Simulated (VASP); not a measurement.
Here is a VASP 6.6.1 calculation.

File INCAR:

```
PREC     = Accurate       # precision mode
ENCUT    = 600            # plane-wave cutoff, eV
EDIFF    = 1E-7           # SCF threshold, eV
ISMEAR   = 0              # smearing method
SIGMA    = 0.1            # smearing width, eV
LREAL    = False          # projectors in reciprocal space
LASPH    = True           # aspherical terms in the spheres
NELM     = 100            # most SCF steps
ALGO     = Normal         # electronic algorithm
ISIF     = 3              # what is computed and relaxed
LWAVE    = False          # write WAVECAR
LCHARG   = False          # write CHGCAR
GGA      = PE             # functional
IVDW     = 12             # dispersion correction
IBRION   = 2              # ionic algorithm
NSW      = 90             # ionic steps
EDIFFG   = -0.04          # ionic threshold
```

KPOINTS

```
regular mesh
0
Gamma
  6 6 4
```

Contents of POSCAR:

```
B2Pt
1.0
    3.0382060631      0.0000000000      0.0000000000
   -1.5191030315      2.6311636326      0.0000000000
    0.0000000000      0.0000000000      7.2033922905
B Pt
4 2
Direct
    0.3333333333      0.6666666667      0.8910975087
    0.0000000000      0.0000000000      0.3362334615
    0.0000000000      0.0000000000      0.8362334615
    0.6666666667      0.3333333333      0.3910975087
    0.6666666667      0.3333333333      0.0961820998
    0.3333333333      0.6666666667      0.5961820998
```

Potentials or basis: VASP PAW PBE potentials, release 64 (B, Pt).

Launch:

```bash
$ cat potpaw_PBE.64/B/POTCAR potpaw_PBE.64/Pt/POTCAR > POTCAR
$ mpirun -np 1 vasp_std > vasp.out
```

(1) Predict the relaxed cell.

(2) Estimate the band gap on the k mesh.

Results:

(1) a = 3.036 Å, b = 3.036 Å, c = 7.181 Å, α = 90.00°, β = 90.00°, γ = 120.00°.

(2) zero (bands 16 and 17 overlap by 0.91 eV).

Caveat: the k points lie up to 0.40 Å⁻¹ apart in the final cell, too coarse for converged energies and pressures of a metal; spin-orbit coupling is left out, which moves the levels of the heavy elements.
